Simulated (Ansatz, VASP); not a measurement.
## Pb: VASP beside Ansatz

```
Pb
1.0
    -3.04288    3.04288    1.65519
     3.04288   -3.04288    1.65519
     3.04288    3.04288   -1.65519
Pb
2
Direct
  0.75000 0.25000 0.50000
  0.00000 0.00000 0.00000
```

Alike in both runs: task single point; functional PBE; k mesh 14 × 14 × 14; occupations gaussian, width 0.1 eV; no spin polarisation.

|  | VASP | Ansatz |
| --- | --- | --- |
| version | VASP 6.6.1 | Ansatz 0.2.0 |
| potentials or method | VASP PAW PBE potentials, release 64 (Pb_d), cutoff 520 eV | scalar-relativistic, plane waves, PAW |
| valence electrons in the cell | 28 | 28 |

|  | VASP | Ansatz | Ansatz less VASP |
| --- | --- | --- | --- |
| gap on the k mesh at the Fermi level (eV) | none | none | - |
| pressure (GPa) | 3.8 | 3.7 | -0.01 |
| traceless stress, the component that is largest in VASP (GPa) | -0.71 | -0.71 | +0.003 |

A gap of «none» marks a metal or a gap that the smearing closes.

Spin-orbit coupling is off throughout.
